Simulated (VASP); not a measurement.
# Pb (Fm-3m) in VASP: a series of runs

Pb is run at these levels: PBE; tasks: single point, relaxation of cell and atoms.

All numbers are computed with VASP 6.6.1; they aren't measurements. Logs are shortened: lines on timing, memory, paths and dates and some standing lists are left out, and cuts for length are marked.

### 1 The cell of the first run

The structure is cubic, space group Fm-3m (No. 225). The conventional cell has a = 5.039 Å, b = 5.039 Å, c = 5.039 Å, α = 90.00°, β = 90.00°, γ = 90.00°. Pb (site symmetry m-3m) has 12 Pb at 3.56 Å within 4.7 Å.

### 2 Single point, PBE

Input file INCAR:

```
SYSTEM = Pb
ALGO     = Fast           ! electronic algorithm
EDIFF    = 1E-6           ! SCF threshold, eV
ENCUT    = 520            ! plane-wave cutoff, eV
GGA      = PE             ! functional
ISIF     = 2              ! what is computed and relaxed
ISMEAR   = 0              ! smearing method
LASPH    = .True.         ! aspherical terms in the spheres
LCHARG   = .False.        ! write CHGCAR
LREAL    = .False.        ! projectors in reciprocal space
LWAVE    = .False.        ! write WAVECAR
NBANDS   = 13             ! bands
NELM     = 60             ! most SCF steps
PREC     = Accurate       ! precision mode
SIGMA    = 0.1            ! smearing width, eV
```

Input file KPOINTS:

```
k-points
0
Gamma
  14 14 14
  0 0 0
```

Input file POSCAR:

```
Pb
1.0
    0.0000000000      2.5195444346      2.5195444346
    2.5195444346      0.0000000000      2.5195444346
    2.5195444346      2.5195444346      0.0000000000
Pb
1
Direct
    0.0000000000      0.0000000000      0.0000000000
```

Potentials or basis: VASP PAW PBE potentials, release 64 (Pb_d).

Command:

```bash
$ cat potpaw_PBE.64/Pb_d/POTCAR > POTCAR
$ mpirun -np 1 vasp_std > vasp.out
```

OUTCAR:

```text
SYSTEM = Pb
   EDIFF = 1E-6
   ENCUT = 520
   GGA = PE
   ISIF = 2
   ISMEAR = 0
   LASPH = .True.
   LREAL = .False.
   NELM = 60
   PREC = Accurate

 ion  position               nearest neighbor table
   1  0.000  0.000  0.000-

  LATTYP: Found a face centered cubic cell.
 ALAT       =     5.0390888692

  Lattice vectors:

 A1 = (   0.0000000000,   2.5195444346,   2.5195444346)
 A2 = (   2.5195444346,   0.0000000000,   2.5195444346)
 A3 = (   2.5195444346,   2.5195444346,   0.0000000000)

Analysis of symmetry for initial positions (statically):
=====================================================================
 Subroutine PRICEL returns:
 Original cell was already a primitive cell.

 Routine SETGRP: Setting up the symmetry group for a
 face centered cubic supercell.

 Subroutine GETGRP returns: Found 48 space group operations
 (whereof 48 operations were pure point group operations)
 out of a pool of 48 trial point group operations.

The static configuration has the point symmetry O_h .

Analysis of symmetry for dynamics (positions and initial velocities):
=====================================================================
 Subroutine PRICEL returns:
 Original cell was already a primitive cell.

 Routine SETGRP: Setting up the symmetry group for a
 face centered cubic supercell.

 Subroutine GETGRP returns: Found 48 space group operations
 (whereof 48 operations were pure point group operations)
 out of a pool of 48 trial point group operations.

The dynamic configuration has the point symmetry O_h .

 Subroutine INISYM returns: Found 48 space group operations
 (whereof 48 operations are pure point group operations),
 and found     1 'primitive' translations

----------------------------------------------------------------------------------------

                                     Primitive cell

  volume of cell :      31.9887

  direct lattice vectors                    reciprocal lattice vectors
     0.000000000  2.519544435  2.519544435    -0.198448574  0.198448574  0.198448574
     2.519544435  0.000000000  2.519544435     0.198448574 -0.198448574  0.198448574
     2.519544435  2.519544435  0.000000000     0.198448574  0.198448574 -0.198448574

  length of vectors
     3.563173910  3.563173910  3.563173910     0.343723013  0.343723013  0.343723013

  position of ions in fractional coordinates (direct lattice)
     0.000000000  0.000000000  0.000000000

  ion indices of the primitive-cell ions
   primitive index   ion index
[... 82 lines left out ...]
   TEBEG  =    0.0;   TEEND  =   0.0 temperature during run
   PSTRESS=    0.0 pullay stress
   NELECT =      14.0000    total number of electrons
   NUPDOWN=      -1.0000    fix difference up-down
   EMIN   =  10.00;   EMAX   =-10.00  energy-range for DOS
   EFERMI =   0.00;   METHOD = LEGACY
   ISMEAR =     0;   SIGMA  =   0.10  broadening in eV -4-tet -1-fermi 0-gaus
   EFERMI_NEDOS =   21; number of points for ismear=-14 and -15
   IALGO  =     68    algorithm
   IMIX   =      4    mixing-type and parameters
     AMIX     =   0.40;   BMIX     =  1.00
     AMIX_MAG =   1.60;   BMIX_MAG =  1.00
  volume/ion in A,a.u.               =      31.99       215.87
  Fermi-wavevector in a.u.,A,eV,Ry     =   1.242946  2.348827 21.019831  1.544914
  Thomas-Fermi vector in A             =   2.377278
   LORBIT       =      0    0 simple, 1 ext, 2 COOP (PROOUT), +10 PAW based schemes
   GGA     = PE    functional components
   LHFCALC =     F    Hartree Fock is set to
   AEXX    =    0.0000 exact exchange contribution
   IVDW    =     0    specifies the selected vdW correction
   LEPSILON=     F    determine dielectric tensor
   LRPA    =     F    only Hartree local field effects (RPA)
 non-spin polarized calculation
 RMM-DIIS sequential band-by-band and
 Gauss-broadening in eV      SIGMA  =   0.10
  energy-cutoff  :      520.00
  volume of cell :       31.99
 maximum number of plane-waves:       886
   NGX = 13   NGY = 13   NGZ = 13

 number of electron      14.0000003 magnetization

 Free energy of the ion-electron system (eV)
  ---------------------------------------------------
  ext. energy  EPLUGINS =         0.00000000
  ---------------------------------------------------
  free energy    TOTEN  =        -3.56887417 eV

  energy without entropy =       -3.56659189  energy(sigma->0) =       -3.56773303

 E-fermi :   6.7044     XC(G=0):  -9.9307

 val. band max:        6.6994782334   @ k =   0.3571   0.2857   0.0000
 cond. band min:       6.7518139024   @ k =  -0.2857   0.2857   0.0714
 fundamental gap:      0.0523356690
 Fermi energy:         6.7043976101

 k-point     1 :       0.0000    0.0000    0.0000
  band No.  band energies     occupation
      1     -10.3409      2.00000
      2     -10.3409      2.00000
      3     -10.3409      2.00000
      4     -10.2224      2.00000
      5     -10.2224      2.00000
      6      -4.7056      2.00000
      7      13.6990      0.00000
      8      13.6990      0.00000
      9      13.6990      0.00000
     10      16.4223      0.00000
     11      17.3605      0.00000
     12      18.7968      0.00000
     13      18.7968      0.00000
[... 354 lines left out ...]
  band No.  band energies     occupation
      1     -10.3742      2.00000
      2     -10.2909      2.00000
      3     -10.2673      2.00000
      4     -10.2308      2.00000
      5     -10.1629      2.00000
      6      -3.3598      2.00000
      7       7.8154      0.00000
      8      11.2002      0.00000
      9      11.3849      0.00000
     10      14.9889      0.00000
     11      16.4885      0.00000
     12      19.9027      0.00000
     13      20.7939      0.00000

 [... further k-points ...]

------------------------ aborting loop because EDIFF is reached ----------------------------------------

  FORCE on cell =-STRESS in cart. coord.  units (eV):
  Direction    XX          YY          ZZ          XY          YZ          ZX
  --------------------------------------------------------------------------------------
  -------------------------------------------------------------------------------------
  Total        0.0064582      0.0064582      0.0064582      0.0000000     -0.0000000      0.0000000
  in kB        0.3234639      0.3234639      0.3234639      0.0000000     -0.0000000      0.0000000
  external PRESSURE =       0.3234639 kB  Pullay stress =       0.0000000 kB

 VOLUME and BASIS-vectors are now :
 -----------------------------------------------------------------------------
  energy-cutoff  :      520.00
  volume of cell :       31.99
      direct lattice vectors                 reciprocal lattice vectors
     0.000000000  2.519544435  2.519544435    -0.198448574  0.198448574  0.198448574
     2.519544435  0.000000000  2.519544435     0.198448574 -0.198448574  0.198448574
     2.519544435  2.519544435  0.000000000     0.198448574  0.198448574 -0.198448574

 POSITION                                       TOTAL-FORCE (eV/Angst)
 -----------------------------------------------------------------------------------
      0.00000      0.00000      0.00000         0.000000      0.000000      0.000000
 -----------------------------------------------------------------------------------
    total drift:                               -0.000000     -0.000000     -0.000000

  FREE ENERGIE OF THE ION-ELECTRON SYSTEM (eV)
  ---------------------------------------------------
  free  energy   TOTEN  =        -3.5688741653 eV

  energy  without entropy=       -3.5665918946  energy(sigma->0) =       -3.56773303
```

It took 18 s on 1 thread of Intel Xeon 6975P-C (Granite Rapids), shared host; peak memory 0.18 GiB.

Results:

```yaml
Free_energy: -3.5689 eV
Pressure: 0.0 GPa
Band_gap_on_the_k_mesh: zero (bands 7 and 8 overlap by 8.45 eV)
```

Caveat: spin-orbit coupling is left out, which moves the levels of the heavy elements.

### 3 Relaxation of cell and atoms, PBE

This run uses another cell than the first one, of 31.05 Å³/atom.

Input file INCAR:

```
SYSTEM = Pb
PREC = Accurate ; ENCUT = 600
EDIFF = 1E-6 ; ISMEAR = 0
SIGMA = 0.1 ; LREAL = .FALSE.
LASPH = .TRUE. ; NELM = 60
ALGO = Normal ; ISIF = 3
LWAVE = .FALSE. ; LCHARG = .FALSE.
GGA = PE ; IBRION = 2
NSW = 100 ; EDIFFG = -0.005
```

Input file KPOINTS:

```
regular mesh
0
G
  14 14 14
  0 0 0
```

Input file POSCAR:

```
Pb
1.0
    0.0000000000      2.4947547400      2.4947547400
    2.4947547400      0.0000000000      2.4947547400
    2.4947547400      2.4947547400      0.0000000000
Pb
1
Direct
    0.0000000000      0.0000000000      0.0000000000
```

Potentials or basis: VASP PAW PBE potentials, release 64 (Pb_d).

Command:

```bash
$ cat potpaw_PBE.64/Pb_d/POTCAR > POTCAR
$ mpirun -np 1 vasp_std > vasp.out
```

It took 28 s on 1 thread of Intel Xeon 6975P-C (Granite Rapids), shared host; peak memory 0.19 GiB.

Results (log left out):

```
Free energy                           : -3.5688 eV
Relaxed volume                        : 32.01 Å³/atom
Relaxed cell                          : a = 3.564 Å, b = 3.564 Å, c = 3.564 Å, α = 60.00°, β = 60.00°, γ = 60.00°
Space group after relaxing (to 0.1 Å) : Fm-3m (No. 225)
Energy gained by relaxing             : 3.8 meV/atom
Ionic steps                           : 3
Pressure after relaxing               : 0.0 GPa
Band gap on the k mesh                : zero (bands 7 and 8 overlap by 8.44 eV)
```

The path:
| step | energy change (eV) | largest force (eV/Å) | pressure (GPa) | volume (Å³) |
| --- | --- | --- | --- | --- |
| 1 | 0.0000 | 0.0000 | 1.31 | 31.05 |
| 2 | -0.0036 | 0.0000 | -0.24 | 32.21 |
| 3 | -0.0038 | 0.0000 | 0.00 | 32.01 |

Final structure:
```yaml
crystal:
  lattice:
    - [0.00000, 2.52012, 2.52012]
    - [2.52012, 0.00000, 2.52012]
    - [2.52012, 2.52012, 0.00000]
  atoms:
    - { symbol: Pb, position: [0.00000, 0.00000, 0.00000] }
```

Levels at points of the mesh, in eV from the Fermi level:
```tsv
k point	band 3	band 4	band 5	band 6	band 7	band 8	band 9	band 10	band 11
(0.00, 0.00, 0.00)	-17.04	-16.93	-16.93	-11.41	6.99	6.99	6.99	9.72	10.65
(0.50, 0.00, 0.00)	-17.03	-16.81	-16.81	-8.09	-3.95	5.28	5.28	8.99	9.19
(0.50, 0.50, 0.00)	-16.82	-16.78	-16.78	-6.80	-3.07	1.98	1.98	5.22	6.48
```

Caveat: spin-orbit coupling is left out, which moves the levels of the heavy elements.
